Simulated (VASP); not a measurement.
# Al2Au (Fm-3m) in VASP: a series of runs

Runs on Al2Au. Level: LDA. Tasks: electric field gradients, density of states.

Everything below comes from runs of VASP 6.6.1. Logs are shortened: lines on timing, memory, paths and dates and some standing lists are left out, and cuts for length are marked.

**1. The cell of the first run**

Symmetry: Fm-3m, No. 225, cubic system. Conventional cell: a = 6.000 Å, b = 6.000 Å, c = 6.000 Å, α = 90.00°, β = 90.00°, γ = 90.00°. Al (site symmetry -43m) has 4 Au at 2.60 Å and 6 Al at 3.00 Å within 3.4 Å. Au (site symmetry m-3m) has 8 Al at 2.60 Å within 3.4 Å.

**2. Electric field gradients, LDA**

Input file INCAR:

```
ALGO = Normal
EDIFF = 1E-8
ENCUT = 520
ISIF = 2
ISMEAR = -1
LASPH = T
LCHARG = F
LEFG = T
LREAL = F
LWAVE = F
NBANDS = 16
NELM = 60
PREC = Accurate
SIGMA = 0.05
```

Input file KPOINTS:

```
k-points
0
Gamma
  11 11 11
```

Input file POSCAR:

```
Al2Au
1.0
    0.0000000000      3.0000000000      3.0000000000
    3.0000000000      0.0000000000      3.0000000000
    3.0000000000      3.0000000000      0.0000000000
Al Au
2 1
Direct
    0.2500000000      0.2500000000      0.2500000000
    0.7500000000      0.7500000000      0.7500000000
    0.0000000000      0.0000000000      0.0000000000
```

Potentials or basis: VASP PAW LDA potentials, release 64 (Al, Au).

Launch:

```
> cat potpaw_LDA.64/Al/POTCAR potpaw_LDA.64/Au/POTCAR > POTCAR
> mpirun -np 1 vasp_std > vasp.out
```

OUTCAR:

```text
EDIFF = 1E-8
   ENCUT = 520
   ISIF = 2
   ISMEAR = -1
   LASPH = T
   LREAL = F
   NELM = 60
   PREC = Accurate

 ion  position               nearest neighbor table
   1  0.250  0.250  0.250-   3 2.60   3 2.60   3 2.60   3 2.60   2 3.00   2 3.00   2 3.00   2 3.00
                             2 3.00   2 3.00
   2  0.750  0.750  0.750-   3 2.60   3 2.60   3 2.60   3 2.60   1 3.00   1 3.00   1 3.00   1 3.00
                             1 3.00   1 3.00
   3  0.000  0.000  0.000-   2 2.60   2 2.60   2 2.60   1 2.60   2 2.60   1 2.60   1 2.60   1 2.60

  LATTYP: Found a face centered cubic cell.
 ALAT       =     6.0000000000

  Lattice vectors:

 A1 = (   0.0000000000,   3.0000000000,   3.0000000000)
 A2 = (   3.0000000000,   0.0000000000,   3.0000000000)
 A3 = (   3.0000000000,   3.0000000000,   0.0000000000)

Analysis of symmetry for initial positions (statically):
=====================================================================
 Subroutine PRICEL returns:
 Original cell was already a primitive cell.

 Routine SETGRP: Setting up the symmetry group for a
 face centered cubic supercell.

 Subroutine GETGRP returns: Found 48 space group operations
 (whereof 48 operations were pure point group operations)
 out of a pool of 48 trial point group operations.

The static configuration has the point symmetry O_h .

Analysis of symmetry for dynamics (positions and initial velocities):
=====================================================================
 Subroutine PRICEL returns:
 Original cell was already a primitive cell.

 Routine SETGRP: Setting up the symmetry group for a
 face centered cubic supercell.

 Subroutine GETGRP returns: Found 48 space group operations
 (whereof 48 operations were pure point group operations)
 out of a pool of 48 trial point group operations.

The dynamic configuration has the point symmetry O_h .

 Subroutine INISYM returns: Found 48 space group operations
 (whereof 48 operations are pure point group operations),
 and found     1 'primitive' translations

----------------------------------------------------------------------------------------

                                     Primitive cell

  volume of cell :      54.0000

  direct lattice vectors                    reciprocal lattice vectors
     0.000000000  3.000000000  3.000000000    -0.166666667  0.166666667  0.166666667
     3.000000000  0.000000000  3.000000000     0.166666667 -0.166666667  0.166666667
     3.000000000  3.000000000  0.000000000     0.166666667  0.166666667 -0.166666667

  length of vectors
     4.242640687  4.242640687  4.242640687     0.288675135  0.288675135  0.288675135

  position of ions in fractional coordinates (direct lattice)
     0.250000000  0.250000000  0.250000000
     0.750000000  0.750000000  0.750000000
     0.000000000  0.000000000  0.000000000

  ion indices of the primitive-cell ions
   primitive index   ion index
                 1           1
                 2           2
                 3           3

----------------------------------------------------------------------------------------

 KPOINTS: k-points

Automatic generation of k-mesh.
 Grid dimensions read from file:
 generate k-points for:   11   11   11

 Generating k-lattice:

  Cartesian coordinates                     Fractional coordinates (reciprocal lattice)
    -0.015151515  0.015151515  0.015151515     0.090909091  0.000000000  0.000000000
     0.015151515 -0.015151515  0.015151515     0.000000000  0.090909091  0.000000000
     0.015151515  0.015151515 -0.015151515     0.000000000  0.000000000  0.090909091

  Length of vectors
     0.026243194  0.026243194  0.026243194

  Shift w.r.t. Gamma in fractional coordinates (k-lattice)
     0.000000000  0.000000000  0.000000000

 Subroutine IBZKPT returns following result:
 ===========================================

 Found     56 irreducible k-points:

 Following reciprocal coordinates:
            Coordinates               Weight
  0.000000  0.000000  0.000000      1.000000
  0.090909  0.000000  0.000000      8.000000
  0.181818  0.000000  0.000000      8.000000
  0.272727  0.000000  0.000000      8.000000
  0.363636  0.000000  0.000000      8.000000
  0.454545  0.000000  0.000000      8.000000
[... 16 lines left out ...]
 -0.272727  0.181818  0.000000     24.000000
 -0.181818  0.181818  0.000000     12.000000
 [... further k-points ...]
   k-points           NKPTS =     56   k-points in BZ     NKDIM =     56   number of bands    NBANDS=     16
   number of dos      NEDOS =    301   number of ions     NIONS =      3
   total plane-waves  NPLWV =  32768
   dimension x,y,z NGX =    32 NGY =   32 NGZ =   32
   dimension x,y,z NGXF=    64 NGYF=   64 NGZF=   64
   ions per type =               2   1
   NGX,Y,Z   is equivalent  to a cutoff of  12.54, 12.54, 12.54 a.u.
   NGXF,Y,Z  is equivalent  to a cutoff of  25.08, 25.08, 25.08 a.u.
 SYSTEM =  unknown system
   PREC   = accura    normal or accurate (medium, high low for compatibility)
   ISTART =      0    job   : 0-new  1-cont  2-samecut
   ICHARG =      2    charge: 1-file 2-atom 10-const
   ISPIN  =      1    spin polarized calculation?
   LNONCOLLINEAR =      F non collinear calculations
   LSORBIT =      F    spin-orbit coupling
   LASPH  =      T    aspherical Exc in radial PAW
   ENCUT  =  520.0 eV  38.22 Ry    6.18 a.u.   7.89  7.89  7.89*2*pi/ulx,y,z
   NELM   =     60;   NELMIN=  2; NELMDL= -5     # of ELM steps
   EDIFF  = 0.1E-07   stopping-criterion for ELM
   LREAL  =      F    real-space projection
   EDIFFG = 0.1E-06   stopping-criterion for IOM
   NSW    =      0    number of steps for IOM
   IBRION =     -1    ionic relax: 0-MD 1-quasi-New 2-CG
   NFREE  =      0    steps in history (QN), initial steepest desc. (CG)
   ISIF   =      2    stress and relaxation
   ISYM   =      2    0-nonsym 1-usesym 2-fastsym
   POTIM  = 0.5000    time-step for ionic-motion
   TEBEG  =    0.0;   TEEND  =   0.0 temperature during run
   PSTRESS=    0.0 pullay stress
   NELECT =      17.0000    total number of electrons
   NUPDOWN=      -1.0000    fix difference up-down
   EMIN   =  10.00;   EMAX   =-10.00  energy-range for DOS
   EFERMI =   0.00;   METHOD = LEGACY
   ISMEAR =    -1;   SIGMA  =   0.05  broadening in eV -4-tet -1-fermi 0-gaus
   EFERMI_NEDOS =   21; number of points for ismear=-14 and -15
   IALGO  =     38    algorithm
   IMIX   =      4    mixing-type and parameters
     AMIX     =   0.40;   BMIX     =  1.00
     AMIX_MAG =   1.60;   BMIX_MAG =  1.00
  volume/ion in A,a.u.               =      18.00       121.47
  Fermi-wavevector in a.u.,A,eV,Ry     =   1.113679  2.104547 16.875035  1.240280
  Thomas-Fermi vector in A             =   2.250266
   LORBIT       =      0    0 simple, 1 ext, 2 COOP (PROOUT), +10 PAW based schemes
   GGA     = CA    functional components
   LHFCALC =     F    Hartree Fock is set to
   AEXX    =    0.0000 exact exchange contribution
   IVDW    =     0    specifies the selected vdW correction
   LEPSILON=     F    determine dielectric tensor
   LRPA    =     F    only Hartree local field effects (RPA)
 non-spin polarized calculation
  energy-cutoff  :      520.00
  volume of cell :       54.00
 maximum number of plane-waves:      1468
   NGX = 15   NGY = 15   NGZ = 15

 number of electron      17.0000001 magnetization

 Free energy of the ion-electron system (eV)
  ---------------------------------------------------
  ext. energy  EPLUGINS =         0.00000000
  ---------------------------------------------------
  free energy    TOTEN  =       -14.28159047 eV

  energy without entropy =      -14.27303223  energy(sigma->0) =      -14.27731135

 E-fermi :   7.6371     XC(G=0): -10.7157

 val. band max:        7.6250068137   @ k =  -0.2727   0.2727   0.0000
 cond. band min:       7.6569561286   @ k =   0.4545   0.0909   0.0000
 fundamental gap:      0.0319493149
 Fermi energy:         7.6370802806

 k-point     1 :       0.0000    0.0000    0.0000
  band No.  band energies     occupation
      1      -2.9491      2.00000
      2       0.9699      2.00000
      3       0.9699      2.00000
      4       0.9699      2.00000
      5       1.9356      2.00000
      6       1.9356      2.00000
[... 8 lines left out ...]
     15      13.2927      0.00000
     16      13.2927      0.00000

 k-point     2 :       0.0909    0.0000    0.0000
  band No.  band energies     occupation
      1      -2.8408      2.00000
      2       0.9338      2.00000
      3       0.9973      2.00000
      4       0.9973      2.00000
      5       1.9296      2.00000
      6       1.9296      2.00000
[... 8 lines left out ...]
     15      13.0340      0.00000
     16      13.0725      0.00000

 k-point     3 :       0.1818    0.0000    0.0000
  band No.  band energies     occupation
      1      -2.5229      2.00000
      2       0.8464      2.00000
      3       1.0666      2.00000
      4       1.0666      2.00000
      5       1.9229      2.00000
      6       1.9229      2.00000
[... 8 lines left out ...]
     15      13.1888      0.00000
     16      13.3783      0.00000

 k-point     4 :       0.2727    0.0000    0.0000
  band No.  band energies     occupation
      1      -2.0249      2.00000
      2       0.7646      2.00000
      3       1.1433      2.00000
      4       1.1433      2.00000
      5       1.9407      2.00000
      6       1.9407      2.00000
[... 8 lines left out ...]
     15      14.1878      0.00000
     16      14.2582      0.00000
[... 324 lines left out ...]
 k-point    22 :      -0.3636    0.1818    0.0000
  band No.  band energies     occupation
      1      -0.7265      2.00000
      2       0.7063      2.00000
      3       1.3025      2.00000
      4       1.3642      2.00000
      5       1.9288      2.00000
      6       2.0050      2.00000
[... 8 lines left out ...]
     15      15.1916      0.00000
     16      16.2556      0.00000

 k-point    23 :      -0.2727    0.1818    0.0000
  band No.  band energies     occupation
      1      -1.2694      2.00000
      2       0.6368      2.00000
      3       1.2393      2.00000
      4       1.3132      2.00000
      5       1.8389      2.00000
      6       2.0676      2.00000
[... 8 lines left out ...]
     15      14.7393      0.00000
     16      16.8819      0.00000

 k-point    24 :      -0.1818    0.1818    0.0000
  band No.  band energies     occupation
      1      -1.8439      2.00000
      2       0.6866      2.00000
      3       1.1921      2.00000
      4       1.2152      2.00000
      5       1.8230      2.00000
      6       2.0348      2.00000
[... 8 lines left out ...]
     15      14.5652      0.00000
     16      16.5022      0.00000

 [... further k-points ...]
[... 5 lines left out ...]
  --------------------------------------------------------------------------------------
  -------------------------------------------------------------------------------------
  Total       -0.7846957     -0.7846957     -0.7846957      0.0000000     -0.0000000     -0.0000000
  in kB      -23.2818830    -23.2818830    -23.2818830      0.0000000     -0.0000000     -0.0000000
  external PRESSURE =     -23.2818830 kB  Pullay stress =       0.0000000 kB

 VOLUME and BASIS-vectors are now :
 -----------------------------------------------------------------------------
  energy-cutoff  :      520.00
  volume of cell :       54.00
      direct lattice vectors                 reciprocal lattice vectors
     0.000000000  3.000000000  3.000000000    -0.166666667  0.166666667  0.166666667
     3.000000000  0.000000000  3.000000000     0.166666667 -0.166666667  0.166666667
     3.000000000  3.000000000  0.000000000     0.166666667  0.166666667 -0.166666667

 POSITION                                       TOTAL-FORCE (eV/Angst)
 -----------------------------------------------------------------------------------
      1.50000      1.50000      1.50000        -0.000000     -0.000000     -0.000000
      4.50000      4.50000      4.50000         0.000000      0.000000      0.000000
      0.00000      0.00000      0.00000        -0.000000      0.000000     -0.000000
 -----------------------------------------------------------------------------------
    total drift:                                0.000000     -0.000000      0.000000

  FREE ENERGIE OF THE ION-ELECTRON SYSTEM (eV)
  ---------------------------------------------------
  free  energy   TOTEN  =       -14.2815904722 eV

  energy  without entropy=      -14.2730322316  energy(sigma->0) =      -14.27731135

 Electric field gradients (V/A^2)
---------------------------------------------------------------------
 ion       V_xx      V_yy      V_zz      V_xy      V_xz      V_yz
---------------------------------------------------------------------
   1      -0.000    -0.000    -0.000     0.000     0.000     0.000
   2      -0.000    -0.000    -0.000     0.000     0.000     0.000
   3      -0.000    -0.000    -0.000     0.000     0.000     0.000
---------------------------------------------------------------------

 Electric field gradients after diagonalization (V/A^2)
 (convention: |V_zz| > |V_xx| > |V_yy|)
----------------------------------------------------------------------
 ion       V_xx      V_yy      V_zz     asymmetry (V_yy - V_xx)/ V_zz
----------------------------------------------------------------------
   1      -0.000    -0.000     0.000       0.000
   2      -0.000    -0.000     0.000       0.000
   3      -0.000    -0.000     0.001       0.000
----------------------------------------------------------------------

           NMR quadrupolar parameters

 Cq : quadrupolar parameter    Cq=e*Q*V_zz/h
 eta: asymmetry parameters     (V_yy - V_xx)/ V_zz
 Q  : nuclear electric quadrupole moment in mb (millibarn)
----------------------------------------------------------------------
 ion       Cq(MHz)       eta       Q (mb)
----------------------------------------------------------------------
   1       0.000       0.000       1.000
   2       0.000       0.000       1.000
   3       0.000       0.000       1.000
----------------------------------------------------------------------
```

Run time: 16 s. Hardware: 1 thread of Intel Xeon 6975P-C (Granite Rapids), shared host; peak memory 0.18 GiB.

What came out:

```yaml
Free_energy: -14.2816 eV
Pressure: -2.3 GPa
```

Levels at points of the mesh, in eV from the Fermi level:
```csv
k point,band 7,band 8,band 9,band 10,band 11,band 12
"(0.00, 0.00, 0.00)",2.07,2.91,2.91,2.91,3.87,3.87
```

Caveat: without QUAD_EFG the Cq values of the log hold for a quadrupole moment of 1 mb, not for the nuclei; spin-orbit coupling is left out, which moves the levels of the heavy elements.

(Part 1 of 2 ends here.)
